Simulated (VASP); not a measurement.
# Sr: single point with PBEsol

The system is Sr.

```
Sr
1.0
     4.34848    0.00000    0.00000
    -2.17424    3.49926    0.00000
     0.00000    0.00000    6.87853
Sr
2
Cartesian
  0.0000 2.3328 1.7196
  2.1742 1.1664 5.1589
```

This cell differs from its parent crystal: strain +e along x and -e along y +0.0367, strain +e along z and -e/2 along x and y +0.0000.

```yaml
Program: VASP 6.6.1
Task: single point
Functional: PBEsol
Potentials_or_basis: VASP PAW PBE potentials, release 64 (Sr_sv)
Cutoff: 520 eV
k_mesh: 12 × 12 × 8
Occupations: gaussian, width 0.15 eV
Spin: no spin polarisation
```

```json
{
 "Pressure": "0.0 GPa",
 "Largest force": "0.068 eV/Å",
 "Band gap on the k mesh": "zero (bands 10 and 11 overlap by 0.14 eV)"
}
```

Forces in eV/Å, atoms in the order of the input:
```
Sr   0.000 -0.068  0.000
Sr   0.000  0.068  0.000
```

Stress tensor (GPa, compression positive):
```
-0.59  0.00  0.00
 0.00  0.64  0.00
 0.00  0.00 -0.01
```

Levels at points of the mesh, in eV from the Fermi level:
```
           k point  band 7  band 8  band 9  band 10  band 11  band 12  band 13  band 14
(0.00, 0.00, 0.00)  -18.34  -18.34   -3.75    -1.20     0.11     1.97     2.31     2.43
(0.50, 0.00, 0.00)  -18.39  -18.36   -1.21    -0.60     0.00     0.22     1.27     1.86
(0.00, 0.50, 0.00)  -18.40  -18.39   -0.99    -0.40     0.05     0.25     1.46     1.92
(0.00, 0.00, 0.50)  -18.35  -18.35   -2.77    -2.77     1.26     1.26     2.01     2.01
(0.50, 0.00, 0.50)  -18.39  -18.39   -0.91    -0.91     0.23     0.23     1.31     1.31
(0.00, 0.50, 0.50)  -18.40  -18.40   -0.75    -0.75     0.43     0.43     1.39     1.39
```

It took 2.7 min on 1 thread of Intel(R) Xeon(R) 6975P-C (Granite Rapids), with other jobs on the host, peak memory 0.46 GiB.

Caveat: the cell differs from its parent crystal (strain +e along x and -e along y +0.0367, strain +e along z and -e/2 along x and y +0.0000); the PAW data sets were made with another functional, which shifts forces and pressure a little.
